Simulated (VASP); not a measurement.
# VO2 (P4_2/mnm) in VASP: single point with LDA+U

Aim: the single point of VO2 with LDA+U.

Everything below comes from runs of VASP 6.6.1. Logs are shortened: lines on timing, memory, paths and dates and some standing lists are left out, and cuts for length are marked.

**1. The cell of the first run**

It takes space group P4_2/mnm (No. 136, tetragonal). Conventional cell: a = 4.555 Å, b = 4.555 Å, c = 2.853 Å, α = 90.00°, β = 90.00°, γ = 90.00°. Within 2.5 Å of V (site symmetry mmm) lie 6 O at 1.92 to 1.93 Å. Within 2.6 Å of O (site symmetry m2m) lie 3 V at 1.92 to 1.93 Å and 1 O at 2.58 Å.

**2. Single point, LDA+U, collinear spin, antiferromagnetic start**

The input, INCAR:

```
SYSTEM = VO2
PREC     = Accurate       ! precision mode
ENCUT    = 600            ! plane-wave cutoff, eV
EDIFF    = 1E-6           ! SCF threshold, eV
ISMEAR   = 0              ! smearing method
SIGMA    = 0.05           ! smearing width, eV
LREAL    = .FALSE.        ! projectors in reciprocal space
LASPH    = .TRUE.         ! aspherical terms in the spheres
NELM     = 200            ! most SCF steps
ALGO     = Normal         ! electronic algorithm
ISIF     = 2              ! what is computed and relaxed
LWAVE    = .FALSE.        ! write WAVECAR
LCHARG   = .FALSE.        ! write CHGCAR
ISPIN    = 2              ! spin polarisation
MAGMOM   = 1 -1 0 0 0 0   ! initial moments
LORBIT   = 11             ! projections on sites
LMAXMIX  = 4              ! l up to which the mixer works
LDAU     = .TRUE.         ! DFT+U
LDAUTYPE = 2            
LDAUL    = 2 -1           ! shell
LDAUU    = 1 0            ! U, eV
LDAUJ    = 0 0          
LDAUPRINT= 1            
GGA      = CA             ! functional
NBANDS   = 38             ! bands
GGA_COMPAT= .FALSE.
```

The input, KPOINTS:

```
Automatic mesh
0
G
  4 4 7
  0 0 0
```

The input, POSCAR:

```
VO2
1.0
    4.5546007500      0.0000000000      0.0000000000
    0.0000000000      4.5546007500      0.0000000000
    0.0000000000      0.0000000000      2.8528004700
V O
2 4
Direct
    0.0000000000      0.0000000000      0.0000000000
    0.5000000000      0.5000000000      0.5000000000
    0.3001000000      0.3001000000      0.0000000000
    0.1999000000      0.8001000000      0.5000000000
    0.6999000000      0.6999000000      0.0000000000
    0.8001000000      0.1999000000      0.5000000000
```

Potentials or basis: VASP PAW LDA potentials, release 64 (V_sv, O).

Command:

```console
$ cat potpaw_LDA.64/V_sv/POTCAR potpaw_LDA.64/O/POTCAR > POTCAR
$ mpirun -np 1 vasp_std > vasp.out
```

OUTCAR:

```text
SYSTEM = VO2
   PREC = Accurate
   ENCUT = 600
   EDIFF = 1E-6
   ISMEAR = 0
   LREAL = .FALSE.
   LASPH = .TRUE.
   NELM = 200
   ISIF = 2
   ISPIN = 2
   LORBIT = 11
   GGA = CA

 ion  position               nearest neighbor table
   1  0.000  0.000  0.000-   4 1.92   6 1.92   4 1.92   6 1.92   5 1.93   3 1.93
   2  0.500  0.500  0.500-   3 1.92   5 1.92   3 1.92   5 1.92   4 1.93   6 1.93
   3  0.300  0.300  0.000-   2 1.92   2 1.92   1 1.93
   4  0.200  0.800  0.500-   1 1.92   1 1.92   2 1.93
   5  0.700  0.700  0.000-   2 1.92   2 1.92   1 1.93
   6  0.800  0.200  0.500-   1 1.92   1 1.92   2 1.93

  LATTYP: Found a simple tetragonal cell.
 ALAT       =     4.5546007500
 C/A-ratio  =     0.6263557722

  Lattice vectors:

 A1 = (   4.5546007500,   0.0000000000,   0.0000000000)
 A2 = (   0.0000000000,   4.5546007500,   0.0000000000)
 A3 = (   0.0000000000,   0.0000000000,   2.8528004700)

Analysis of symmetry for initial positions (statically):
=====================================================================
 Subroutine PRICEL returns:
 Original cell was already a primitive cell.

 Routine SETGRP: Setting up the symmetry group for a
 simple tetragonal supercell.

 Subroutine GETGRP returns: Found 16 space group operations
 (whereof  8 operations were pure point group operations)
 out of a pool of 16 trial point group operations.

The static configuration has the point symmetry D_2h.
 The point group associated with its full space group is D_4h.

Analysis of symmetry for dynamics (positions and initial velocities):
=====================================================================
 Subroutine PRICEL returns:
 Original cell was already a primitive cell.

 Routine SETGRP: Setting up the symmetry group for a
 simple tetragonal supercell.

 Subroutine GETGRP returns: Found 16 space group operations
 (whereof  8 operations were pure point group operations)
 out of a pool of 16 trial point group operations.

The dynamic configuration has the point symmetry D_2h.
 The point group associated with its full space group is D_4h.

Analysis of structural, dynamic, and magnetic symmetry:
=====================================================================
 Subroutine PRICEL returns:
 Original cell was already a primitive cell.

 Routine SETGRP: Setting up the symmetry group for a
 simple tetragonal supercell.

 Subroutine GETGRP returns: Found 16 space group operations
 (whereof  8 operations were pure point group operations)
 out of a pool of 16 trial point group operations.

The overall configuration has the point symmetry D_2h.
 The point group associated with its full space group is D_4h.

[... 215 lines left out ...]
 number of electron      49.9999985 magnetization       0.0000000

 Free energy of the ion-electron system (eV)
  ---------------------------------------------------
  ext. energy  EPLUGINS =         0.00000000
  ---------------------------------------------------
  free energy    TOTEN  =       -55.20255451 eV

  energy without entropy =      -55.19792279  energy(sigma->0) =      -55.20023865

 E-fermi :   6.1787     XC(G=0): -12.3516

 val. band max:        6.1588731036   @ k =   0.2500   0.2500   0.1429
 cond. band min:       6.1796356968   @ k =   0.2500   0.2500   0.1429
 fundamental gap:      0.0207625932
 Fermi energy:         6.1787108388

 spin component 1

 k-point     1 :       0.0000    0.0000    0.0000
  band No.  band energies     occupation
      1     -59.1393      1.00000
      2     -58.7202      1.00000
      3     -33.4317      1.00000
      4     -33.3131      1.00000
      5     -33.3035      1.00000
      6     -33.0197      1.00000
[... 949 lines left out ...]
     36      16.4266      0.00000
     37      18.3283      0.00000
 Fermi energy:         6.1787108388

 spin component 2

 k-point     1 :       0.0000    0.0000    0.0000
  band No.  band energies     occupation
      1     -59.1393      1.00000
      2     -58.7202      1.00000
      3     -33.4317      1.00000
      4     -33.3131      1.00000
      5     -33.3035      1.00000
      6     -33.0197      1.00000
[... 949 lines left out ...]
     36      16.4266      0.00000
     37      18.3283      0.00000
 [bands above 37 left out]

------------------------ aborting loop because EDIFF is reached ----------------------------------------

  FORCE on cell =-STRESS in cart. coord.  units (eV):
  Direction    XX          YY          ZZ          XY          YZ          ZX
  --------------------------------------------------------------------------------------
  -------------------------------------------------------------------------------------
  Total       -3.5302328     -3.5302328     -6.7693674     -0.0000000      0.0000000      0.0000000
  in kB      -95.5744718    -95.5744718   -183.2680026     -0.0000000      0.0000000      0.0000000
  external PRESSURE =    -124.8056487 kB  Pullay stress =       0.0000000 kB

 VOLUME and BASIS-vectors are now :
 -----------------------------------------------------------------------------
  energy-cutoff  :      600.00
  volume of cell :       59.18
      direct lattice vectors                 reciprocal lattice vectors
     4.554600750  0.000000000  0.000000000     0.219558213  0.000000000  0.000000000
     0.000000000  4.554600750  0.000000000     0.000000000  0.219558213  0.000000000
     0.000000000  0.000000000  2.852800470     0.000000000  0.000000000  0.350532752

 POSITION                                       TOTAL-FORCE (eV/Angst)
 -----------------------------------------------------------------------------------
      0.00000      0.00000      0.00000         0.000000      0.000000     -0.000000
      2.27730      2.27730      1.42640         0.000000      0.000000     -0.000000
      1.36684      1.36684      0.00000         0.126104      0.126104     -0.000000
      0.91046      3.64414      1.42640        -0.126104      0.126104     -0.000000
      3.18777      3.18777      0.00000        -0.126104     -0.126104      0.000000
      3.64414      0.91046      1.42640         0.126104     -0.126104      0.000000
 -----------------------------------------------------------------------------------
    total drift:                                0.000000      0.000000      0.000000

  FREE ENERGIE OF THE ION-ELECTRON SYSTEM (eV)
  ---------------------------------------------------
  free  energy   TOTEN  =       -55.2025545125 eV

  energy  without entropy=      -55.1979227858  energy(sigma->0) =      -55.20023865

 total charge

# of ion       s       p       d       tot
------------------------------------------
    1        2.290   6.344   2.911  11.544
    2        2.290   6.344   2.911  11.544
    3        1.557   3.456   0.000   5.012
    4        1.557   3.456   0.000   5.012
    5        1.557   3.456   0.000   5.012
    6        1.557   3.456   0.000   5.012
--------------------------------------------------
tot         10.806  26.511   5.821  43.138

 magnetization (x)

# of ion       s       p       d       tot
------------------------------------------
    1        0.003   0.001   0.422   0.426
    2       -0.003  -0.001  -0.422  -0.426
    3       -0.000  -0.002   0.000  -0.002
    4        0.000   0.002   0.000   0.002
    5       -0.000  -0.002   0.000  -0.002
    6        0.000   0.002   0.000   0.002
--------------------------------------------------
tot          0.000   0.000  -0.000  -0.000
```

It took 2.3 min on 1 thread of Intel Xeon 8259CL, shared host; peak memory 0.22 GiB.

Results:

```
Free energy                                           : -55.2026 eV
Pressure                                              : -12.5 GPa
Largest force                                         : 0.178 eV/Å
Band gap on the k mesh                                : zero (filled and empty bands overlap)
Net moment                                            : 0.00 μB per cell
Site moments                                          : V +0.43, -0.43; O -0.00, +0.00 (each value once) μB
Valence electrons inside the program's atomic spheres : V 11.54; O 5.01
```

Forces on the atoms (eV/Å):
```
V    0.000  0.000  0.000
V    0.000  0.000  0.000
O    0.126  0.126  0.000
O   -0.126  0.126  0.000
O   -0.126 -0.126  0.000
O    0.126 -0.126  0.000
```

Levels at points of the mesh, in eV from the Fermi level:
Spin up:
| k point | band 23 | band 24 | band 25 | band 26 | band 27 | band 28 |
| --- | --- | --- | --- | --- | --- | --- |
| (0.00, 0.00, 0.00) | -2.12 | -1.61 | -0.80 | -0.21 | -0.11 | 0.09 |
| (0.50, 0.00, 0.00) | -2.39 | -2.38 | -0.24 | 0.43 | 0.48 | 0.87 |
| (0.50, 0.50, 0.00) | -2.95 | -2.95 | -0.87 | -0.27 | -0.09 | 0.28 |
Spin down:
| k point | band 23 | band 24 | band 25 | band 26 | band 27 | band 28 |
| --- | --- | --- | --- | --- | --- | --- |
| (0.00, 0.00, 0.00) | -2.12 | -1.61 | -0.80 | -0.21 | -0.11 | 0.09 |
| (0.50, 0.00, 0.00) | -2.39 | -2.38 | -0.24 | 0.43 | 0.48 | 0.87 |
| (0.50, 0.50, 0.00) | -2.95 | -2.95 | -0.87 | -0.27 | -0.09 | 0.28 |

Eigenvalues of the final occupation matrices:
```csv
site,spin,trace,eigenvalues
site 1 d,1,1.69,0.29 0.30 0.33 0.35 0.41
site 1 d,2,1.26,0.14 0.21 0.27 0.32 0.33
site 2 d,1,1.26,0.14 0.21 0.27 0.32 0.33
site 2 d,2,1.69,0.29 0.30 0.33 0.35 0.41
```

Caveat: the cell stands under tension.
